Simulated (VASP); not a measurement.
Here is a VASP 6.6.1 calculation.

POSCAR

```
NaH
1.0
    0.0000000000      2.5969210614      2.5969210614
    2.5969210614      0.0000000000      2.5969210614
    2.5969210614      2.5969210614      0.0000000000
Na H
1 1
Direct
    0.0000000000      0.0000000000      0.0000000000
    0.2500000000      0.2500000000      0.2500000000
```

The input INCAR.step1:

```
ALGO     = Normal         # electronic algorithm
EDIFF    = 1E-5           # SCF threshold, eV
ENCUT    = 520            # plane-wave cutoff, eV
GGA      = PE             # functional
ISIF     = 2              # what is computed and relaxed
ISMEAR   = 0              # smearing method
LASPH    = T              # aspherical terms in the spheres
LCHARG   = F              # write CHGCAR
LREAL    = F              # projectors in reciprocal space
LWAVE    = T              # write WAVECAR
NBANDS   = 11             # bands
NELM     = 100            # most SCF steps
PREC     = Accurate       # precision mode
SIGMA    = 0.01           # smearing width, eV
```

The input INCAR.step2:

```
AEXX     = 1.0            # exact-exchange fraction
AGGAC    = 0.0          
ALDAC    = 0.0          
ALGO     = Normal         # electronic algorithm
EDIFF    = 1E-6           # SCF threshold, eV
ENCUT    = 520            # plane-wave cutoff, eV
GGA      = PE             # functional
ISIF     = 2              # what is computed and relaxed
ISMEAR   = 0              # smearing method
ISTART   = 1            
LASPH    = T              # aspherical terms in the spheres
LCHARG   = F              # write CHGCAR
LHFCALC  = T              # exact exchange
LREAL    = F              # projectors in reciprocal space
LWAVE    = F              # write WAVECAR
NBANDS   = 11             # bands
NELM     = 100            # most SCF steps
PREC     = Accurate       # precision mode
PRECFOCK = Normal       
SIGMA    = 0.01           # smearing width, eV
```

File KPOINTS:

```
k-points
0
Gamma
  4 4 4
```

Potentials or basis: VASP PAW PBE potentials, release 64 (Na_pv, H).

Command:

```console
$ cat potpaw_PBE.64/Na_pv/POTCAR potpaw_PBE.64/H/POTCAR > POTCAR
$ cp INCAR.step1 INCAR
$ mpirun -np 1 vasp_std > vasp.out
$ cp INCAR.step2 INCAR
$ mpirun -np 1 vasp_std > vasp.out
```

Question: What does it give for the pressure?

Answer: 1.3 GPa.

Question: Predict the band gap on the k mesh.

Answer: 11.11 eV, indirect (least direct gap 12.01 eV).

Caveat: the k points lie up to 0.52 Å⁻¹ apart; the PAW data sets were made with another functional, which shifts forces and pressure a little. A k mesh can miss the band edges.
